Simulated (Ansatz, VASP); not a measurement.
One calculation of SnTe, two programs

The input INCAR:

```
PREC = Accurate
ENCUT = 520
EDIFF = 1E-6
ISMEAR = -1
SIGMA = 0.05
LREAL = F
LASPH = T
NELM = 80
ALGO = Normal
ISIF = 2
LWAVE = F
LCHARG = F
GGA = B5
ALDAX = 1.0
AGGAX = 1.0
AGGAC = 1.0
ALDAC = 0.0
IVDW = 13
VDW_S6 = 1.0
VDW_S8 = 2.34076671
VDW_A1 = 0.44488865
VDW_A2 = 4.0933009
NBANDS = 17
```

File KPOINTS:

```
Automatic mesh
0
Gamma
  7 7 7
```

Contents of POSCAR:

```
SnTe
1.0
    0.0000000000      3.1717171644      3.1717171644
    3.1717171644      0.0000000000      3.1717171644
    3.1717171644      3.1717171644      0.0000000000
Te Sn
1 1
Direct
    0.5000000000      0.5000000000      0.5000000000
    0.0000000000      0.0000000000      0.0000000000
```

input.yaml

```yaml
crystal:
  lattice:
    - [0.0, 3.1717171644, 3.1717171644]
    - [3.1717171644, 0.0, 3.1717171644]
    - [3.1717171644, 3.1717171644, 0.0]
  atoms:
    - { symbol: Te, position: [0.5, 0.5, 0.5] }
    - { symbol: Sn, position: [0.0, 0.0, 0.0] }
hamiltonian:
  xc: blyp
  pseudopotentials: { kind: paw }
  dispersion: d4
kpoints:
  mp_grid: { grid: [7, 7, 7] }
scf:
  occupations: { method: fermi_dirac, width: 0.05 }
output:
  forces: true
  stress: true
  eigenvalues: true
```

Alike in both runs: task single point; functional BLYP; dispersion D4; k mesh 7 × 7 × 7; occupations fermi-dirac, width 0.05 eV; no spin polarisation.

|  | VASP | Ansatz |
| --- | --- | --- |
| version | VASP 6.6.1 | Ansatz 0.2.0 |
| potentials or method | VASP PAW PBE potentials, release 64 (Te, Sn_d) | Ansatz PAW |
| plane-wave cutoff (eV) | 520 | 420 |
| valence electrons in the cell | 20 | 30 |

VASP gave:

```
pressure (GPa) : 1.0
```

Task: Estimate Ansatz's values.

Result: Pressure (GPa): 0.9.

VASP's potentials were made for PBE, not for BLYP. VASP's potentials hold 20 valence electrons a cell and Ansatz's 30, so a difference there can come from the potentials and not from the codes.

Spin-orbit coupling is off throughout.
